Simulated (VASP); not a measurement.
## MgS (ae): single point with PBEsol

The system is MgS (ae).

```
CELL_PARAMETERS angstrom
0.00000 2.80825 2.86809
2.80825 0.00000 2.86809
2.80825 2.80825 0.00000
ATOMIC_POSITIONS crystal
Mg 0.00000 0.00000 0.00000
S 0.25000 0.25000 0.25000
```

```
Program             : VASP 6.6.1
Task                : single point
Functional          : PBEsol
Potentials or basis : VASP PAW PBE potentials, release 64 (Mg, S)
Cutoff              : 600 eV
k mesh              : 6 × 6 × 6
Occupations         : gaussian, width 0.01 eV
Spin                : no spin polarisation
```

The pressure is -0.2 GPa and the band gap on the k mesh is 3.29 eV, direct.

Stress tensor (GPa, compression positive):
```
-0.06  0.00  0.00
 0.00 -0.06  0.00
 0.00  0.00 -0.51
```

Levels at points of the mesh, in eV from the valence-band top:
| k point | band 1 | band 2 | band 3 | band 4 | band 5 | band 6 | band 7 | band 8 | band 9 |
| --- | --- | --- | --- | --- | --- | --- | --- | --- | --- |
| (0.00, 0.00, 0.00) | -11.30 | -0.06 | 0.00 | 0.00 | 3.29 | 7.85 | 7.87 | 7.87 | 10.58 |
| (0.50, 0.00, 0.00) | -10.60 | -3.21 | -0.40 | -0.30 | 4.98 | 7.43 | 7.63 | 8.42 | 12.70 |
| (0.50, 0.50, 0.00) | -10.40 | -2.95 | -1.00 | -1.00 | 3.72 | 5.63 | 10.87 | 12.23 | 12.23 |
| (0.50, 0.00, 0.50) | -10.36 | -2.85 | -1.11 | -1.10 | 3.67 | 5.48 | 11.11 | 11.92 | 12.34 |

Run time: 16 s on 1 thread of AMD EPYC 9R45 (Zen 5), with other jobs on the host, peak memory 0.15 GiB.

Caveat: the PAW data sets were made with another functional, which shifts forces and pressure a little. As with any semilocal functional, this PBEsol gap is likely too small.
